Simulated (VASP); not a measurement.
The system is BaS.

```
Ba S
1.0
     0.00000    3.21191    3.21191
     3.21191    0.00000    3.21191
     3.21191    3.21191    0.00000
Ba S
1 1
Direct
  0.00000 0.00000 0.00000
  0.50000 0.50000 0.50000
```

Base run:

| Item | Value |
| --- | --- |
| Program | VASP 6.6.1 |
| Functional | PBE |
| Potentials or basis | VASP PAW PBE potentials, release 64 (Ba_sv, S) |
| Cutoff | 520 eV |
| k mesh | 6 × 6 × 6 |
| Occupations | gaussian, width 0.01 eV |
| Spin | no spin polarisation |

Its results: band gap on the k mesh 2.13 eV, indirect (least direct gap 2.28 eV); pressure 0.6 GPa.

**Question.** The run is repeated on the same cell with these changes: functional from PBE to r2SCAN; further incar settings from ALGO = Normal; EDIFF = 1e-07; NBANDS = 15 to ALGO = Normal; EDIFF = 1e-06; NBANDS = 15. What comes out?

**Answer.** Band gap on the k mesh 2.49 eV, indirect (least direct gap 2.63 eV); pressure 0.6 GPa.

Caveats: spin-orbit coupling is left out, which moves the levels of the heavy elements; the PAW data sets were made with another functional, which shifts forces and pressure a little (some runs).

A k mesh can miss the band edges.
